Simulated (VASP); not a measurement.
Set up this calculation in VASP 6.6.1, as the native input.

```
Task                   : relaxation of cell and atoms
Functional             : PBE
Potentials or basis    : VASP PAW PBE potentials, release 64 (Si, Te, H)
Cutoff                 : 600 eV
k mesh                 : 6 × 6 × 6
Occupations            : gaussian, width 0.1 eV
Spin                   : no spin polarisation
Dipole correction      : no
Further INCAR settings : ALGO = Normal; EDIFF = 1e-07; IBRION = 2; EDIFFG = -0.04; NSW = 90; ISIF = 3
```

The structure of SiTe4H lies in POSCAR:

```
SiTe4H
1.0
    2.7673210613      1.5977135597      5.3150505232
   -2.7673210613      1.5977135597      5.3150505232
    0.0000000000     -3.1954271194      5.3150505232
Si Te H
1 4 1
Direct
    0.0000000000      0.0000000000      0.0000000000
    0.8271325117      0.8271325117      0.8271325117
    0.1728674883      0.1728674883      0.1728674883
    0.3768877590      0.3768877590      0.3768877590
    0.6231122410      0.6231122410      0.6231122410
    0.5000000000      0.5000000000      0.5000000000
```

The cell was built from a structure type or drawn by symmetry, and may not be a known phase.

The input as run:

INCAR

```
SYSTEM = SiTe4H
  ALGO = Normal
  EDIFF = 1E-7
  EDIFFG = -0.04
  ENCUT = 600
  GGA = PE
  IBRION = 2
  ISIF = 3
  ISMEAR = 0
  LASPH = .True.
  LCHARG = .False.
  LREAL = .False.
  LWAVE = .False.
  NELM = 80
  NSW = 90
  PREC = Accurate
  SIGMA = 0.1
```

KPOINTS

```
k-points
0
Gamma
  6 6 6
  0 0 0
```

Potentials or basis: VASP PAW PBE potentials, release 64 (Si, Te, H).

The run is started by

```sh
$ cat potpaw_PBE.64/Si/POTCAR potpaw_PBE.64/Te/POTCAR potpaw_PBE.64/H/POTCAR > POTCAR
$ mpirun -np 1 vasp_std > vasp.out
```

It gave:

```
Relaxed volume                        : 23.51 Å³/atom
Relaxed cell                          : a = 6.321 Å, b = 6.321 Å, c = 6.321 Å, α = 51.09°, β = 51.09°, γ = 51.09°
Space group after relaxing (to 0.1 Å) : R-3m (No. 166)
Energy gained by relaxing             : 5.7 meV/atom
Ionic steps                           : 7
Pressure after relaxing               : 0.0 GPa
Largest force after relaxing          : 0.017 eV/Å
Band gap on the k mesh                : zero (an odd number of electrons rules out a gap without spin polarisation)
```

Caveat: spin-orbit coupling is left out, which moves the levels of the heavy elements.

Wall time 13 min on 1 thread of Intel(R) Xeon(R) Platinum 8488C (Sapphire Rapids) (shared host), peak memory 0.41 GiB.
